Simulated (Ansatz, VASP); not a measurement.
**CdSe in VASP and in Ansatz**

```xyz
4
Lattice="4.3000 0.0000 0.0000 -2.1500 3.7239 0.0000 0.0000 0.0000 7.0200" Properties=species:S:1:pos:R:3 pbc="T T T"
Cd    0.0000    2.4826    0.0000
Cd    2.1500    1.2413    3.5100
Se    0.0000    2.4826    2.7027
Se    2.1500    1.2413    6.2127
```

Alike in both runs: task relaxation of the atoms; functional PBE; k mesh 9 × 9 × 4; occupations gaussian, width 0.02 eV; no spin polarisation.

|  | VASP | Ansatz |
| --- | --- | --- |
| version | VASP 6.6.1 | Ansatz 0.2.0 |
| potentials or method | VASP PAW PBE potentials, release 64 (Cd, Se), cutoff 450 eV | scalar-relativistic, plane waves, PAW |
| valence electrons in the cell | 36 | 72 |

```csv
,VASP,Ansatz,Ansatz less VASP
"gap on the k mesh at the Fermi level, each at its own relaxed structure (eV)",0.67,0.67,+0.001
```

VASP's potentials hold 36 valence electrons a cell and Ansatz's 72, so a difference there can come from the potentials and not from the codes. Ansatz's warnings: stress scf threshold loose.
